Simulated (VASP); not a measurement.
Set up this calculation in VASP 6.6.1, as the native input.

| Property | Result |
| --- | --- |
| Task | single point |
| Functional | PBE |
| Potentials or basis | VASP PAW PBE potentials, release 64 (Cr_pv, O) |
| Cutoff | 520 eV |
| k mesh | 6 × 6 × 9 |
| Occupations | fermi-dirac, width 0.05 eV |
| Spin | collinear spin, ferromagnetic start |
| Starting moments | [3.0, 3.0, 0.0, 0.0, 0.0, 0.0] μB |
| Dipole correction | no |
| Further INCAR settings | ALGO = Normal; EDIFF = 1e-06; NBANDS = 37 |

The structure of CrO2 lies in POSCAR:

```
CrO2
1.0
    4.4502789990      0.0000000000      0.0000000000
    0.0000000000      4.4502789990      0.0000000000
    0.0000000000      0.0000000000      2.9363184438
Cr O
2 4
Direct
    0.5000000000      0.5000000000      0.5000000000
    0.0000000000      0.0000000000      0.0000000000
    0.8010000000      0.1990000000      0.5000000000
    0.6990000000      0.6990000000      0.0000000000
    0.1990000000      0.8010000000      0.5000000000
    0.3010000000      0.3010000000      0.0000000000
```

These files were run (other wordings do the same):

INCAR

```
SYSTEM = CrO2
  PREC = Accurate
  ENCUT = 520
  EDIFF = 1E-6
  ISMEAR = -1
  SIGMA = 0.05
  LREAL = .False.
  LASPH = .True.
  NELM = 150
  ALGO = Normal
  ISIF = 2
  LWAVE = .False.
  LCHARG = .False.
  ISPIN = 2
  MAGMOM = 3 3 0 0 0 0
  LORBIT = 11
  LMAXMIX = 4
  GGA = PE
  NBANDS = 37
```

KPOINTS

```
regular mesh
0
Gamma
  6 6 9
  0 0 0
```

Potentials or basis: VASP PAW PBE potentials, release 64 (Cr_pv, O).

Command:

```bash
$ cat potpaw_PBE.64/Cr_pv/POTCAR potpaw_PBE.64/O/POTCAR > POTCAR
$ mpirun -np 1 vasp_std > vasp.out
```

Results of the run:

```
Pressure                                              : -1.9 GPa
Largest force                                         : 0.298 eV/Å
Band gap on the k mesh                                : zero (filled and empty bands overlap)
Net moment                                            : 4.00 μB per cell
Site moments                                          : Cr +2.11; O -0.08 μB
Valence electrons inside the program's atomic spheres : Cr 10.80; O 5.02
```

Caveat: semilocal functionals often make such compounds metallic where correlation or magnetic order opens a gap, which also shifts bond lengths; the run started ferromagnetic, and an antiferromagnetic order may lie lower in energy.

Wall time 3.5 min on 1 thread of Intel Xeon 8259CL (shared host), peak memory 0.29 GiB.
